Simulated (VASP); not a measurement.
A run of VASP 6.6.1 is set up as follows.

INCAR

```
SYSTEM = Mg
PREC = Accurate
ENCUT = 520
EDIFF = 1E-6
ISMEAR = -1
SIGMA = 0.05
LREAL = .FALSE.
LASPH = .TRUE.
NELM = 60
ALGO = Normal
ISIF = 2
LWAVE = .FALSE.
LCHARG = .FALSE.
GGA = CA
NBANDS = 7
```

KPOINTS

```
Automatic mesh
0
G
  11 11 11
  0 0 0
```

File POSCAR:

```
Mg
1.0
   -1.8359916300      1.8359916300      1.6794040200
    1.8359916300     -1.8359916300      1.6794040200
    1.8359916300      1.8359916300     -1.6794040200
Mg
1
Direct
    0.0000000000      0.0000000000      0.0000000000
```

Potentials or basis: VASP PAW LDA potentials, release 64 (Mg).

Command:

```bash
$ cat potpaw_LDA.64/Mg/POTCAR > POTCAR
$ mpirun -np 1 vasp_std > vasp.out
```

Q: Estimate the band gap on the k mesh.

A: Zero (band 1 reaches 5.73 eV, above the bottom of band 2 at 1.35 eV).

Q: Predict the pressure.

A: -1.9 GPa.
